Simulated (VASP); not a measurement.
Input of a VASP 6.6.1 run:

The input INCAR:

```
SYSTEM = BN
PREC = Accurate ; ENCUT = 520
EDIFF = 1E-6 ; ISMEAR = -1
SIGMA = 0.05 ; LREAL = .False.
LASPH = .True. ; NELM = 80
ALGO = Normal ; ISIF = 2
LWAVE = .False. ; LCHARG = .False.
GGA = B5 ; ALDAX = 1.0
AGGAX = 1.0 ; AGGAC = 1.0
ALDAC = 0.0 ; NBANDS = 16
```

KPOINTS

```
Automatic mesh
0
Gamma
  12 12 6
  0 0 0
```

File POSCAR:

```
BN
1.0
    2.5702975339      0.0000000000      0.0000000000
   -1.2851487670      2.2259429596      0.0000000000
    0.0000000000      0.0000000000      4.2511895704
N B
2 2
Direct
    0.3333333333      0.6666666667      0.1250611870
    0.6666666667      0.3333333333      0.6250611870
    0.3333333333      0.6666666667      0.4999388130
    0.6666666667      0.3333333333      0.9999388130
```

Potentials or basis: VASP PAW PBE potentials, release 64 (N, B).

Run with:

```console
$ cat potpaw_PBE.64/N/POTCAR potpaw_PBE.64/B/POTCAR > POTCAR
$ mpirun -np 1 vasp_std > vasp.out
```

Estimate the band gap on the k mesh.

5.64 eV, indirect (least direct gap 8.32 eV).

Estimate the pressure.

0.0 GPa.

Caveat: the PAW data sets were made with another functional, which shifts forces and pressure a little. A hybrid or GW would open this gap; BLYP tends to underestimate it.
